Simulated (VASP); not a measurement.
V2O3:

```
V O
1.0
     2.47120    1.42675    4.67203
    -2.47120    1.42675    4.67203
     0.00000   -2.85350    4.67203
V O
4 6
Direct
  0.34670 0.34670 0.34670
  0.15330 0.15330 0.15330
  0.65330 0.65330 0.65330
  0.84670 0.84670 0.84670
  0.56980 0.93020 0.25000
  0.25000 0.56980 0.93020
  0.93020 0.25000 0.56980
  0.43020 0.06980 0.75000
  0.75000 0.43020 0.06980
  0.06980 0.75000 0.43020
```

| Item | Value |
| --- | --- |
| Program | VASP 6.6.1 |
| Task | relaxation of cell and atoms |
| Functional | PBE |
| Potentials or basis | VASP PAW PBE potentials, release 64 (V_sv, O) |
| Cutoff | 600 eV |
| k mesh | 6 × 6 × 6 |
| Occupations | gaussian, width 0.05 eV |
| Spin | collinear spin, ferromagnetic start |
| Starting moments | [2.0, 2.0, 2.0, 2.0, 0.0, 0.0, 0.0, 0.0, 0.0, 0.0] μB |

At the start: pressure -0.8 GPa; volume 9.88 Å³/atom.

Question: How do energy, volume and symmetry change on relaxing?

Answer: Over 9 steps the energy falls by 21.1 meV/atom and the volume is 9.76 Å³/atom (-1.3 %); space group R-3c (No. 167, to 0.1 Å) before and after; moment 4.47 μB per cell.

The path:
```tsv
step	energy change (eV)	largest force (eV/Å)	pressure (GPa)	volume (Å³)
1	0.0000	0.9698	-0.84	98.84
2	-0.1369	0.3841	0.12	98.10
3	-0.1614	0.2942	1.22	97.64
4	-0.1984	0.1415	-1.87	98.51
5	-0.1985	0.1462	-2.02	98.55
6	-0.2080	0.0332	1.31	96.92
7	-0.2110	0.0549	0.19	97.45
8	-0.2110	0.0529	0.23	97.43
9	-0.2112	0.0209	-0.17	97.58
```

Final structure:
```
V O
1.0
     2.42748    1.40151    4.78017
    -2.42748    1.40151    4.78017
     0.00000   -2.80301    4.78017
V O
4 6
Direct
  0.34033 0.34033 0.34033
  0.15967 0.15967 0.15967
  0.65967 0.65967 0.65967
  0.84033 0.84033 0.84033
  0.57471 0.92529 0.25000
  0.25000 0.57471 0.92529
  0.92529 0.25000 0.57471
  0.42529 0.07471 0.75000
  0.75000 0.42529 0.07471
  0.07471 0.75000 0.42529
```
